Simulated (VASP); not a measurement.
Here is a VASP 6.6.1 calculation.

Contents of INCAR:

```
ALGO     = Normal         # electronic algorithm
EDIFF    = 1E-7           # SCF threshold, eV
EDIFFG   = -0.01          # ionic threshold
ENCUT    = 500            # plane-wave cutoff, eV
GGA      = PE             # functional
GGA_COMPAT= False        
IBRION   = 2              # ionic algorithm
ISIF     = 3              # what is computed and relaxed
ISMEAR   = -1             # smearing method
ISYM     = 0            
LASPH    = True           # aspherical terms in the spheres
LCHARG   = False          # write CHGCAR
LREAL    = False          # projectors in reciprocal space
LWAVE    = False          # write WAVECAR
NELM     = 120            # most SCF steps
NELMIN   = 4            
NSW      = 80             # ionic steps
PREC     = Accurate       # precision mode
SIGMA    = 0.1            # smearing width, eV
```

Contents of KPOINTS:

```
k-points
0
Gamma
  4 4 4
```

File POSCAR:

```
Si
1.0
    0.0000000000      2.6256000000      2.6256000000
    2.6256000000      0.0000000000      2.6256000000
    2.6256000000      2.6256000000      0.0000000000
Si
2
Direct
    0.0000000000      0.0000000000      0.0000000000
    0.2500000000      0.2500000000      0.2500000000
```

Potentials or basis: VASP PAW PBE potentials, release 64 (Si).

Run with:

```console
$ cat potpaw_PBE.64/Si/POTCAR > POTCAR
$ mpirun -np 1 vasp_std > vasp.out
```

**Question.** Estimate the relaxed cell.

**Answer.** a = 3.874 Å, b = 3.874 Å, c = 3.874 Å, α = 60.00°, β = 60.00°, γ = 60.00°.

**Question.** What does it give for the band gap on the k mesh?

**Answer.** 0.75 eV (least direct gap 2.54 eV).

**Question.** What does it give for the relaxed volume?

**Answer.** 20.55 Å³/atom.

Final structure:
```yaml
crystal:
  lattice:
    - [0.00000, 2.73910, 2.73910]
    - [2.73910, 0.00000, 2.73910]
    - [2.73910, 2.73910, 0.00000]
  atoms:
    - { symbol: Si, position: [0.00000, 0.00000, 0.00000] }
    - { symbol: Si, position: [0.25000, 0.25000, 0.25000] }
```

Caveat: the k points lie up to 0.50 Å⁻¹ apart in the final cell. A k mesh can miss the band edges.
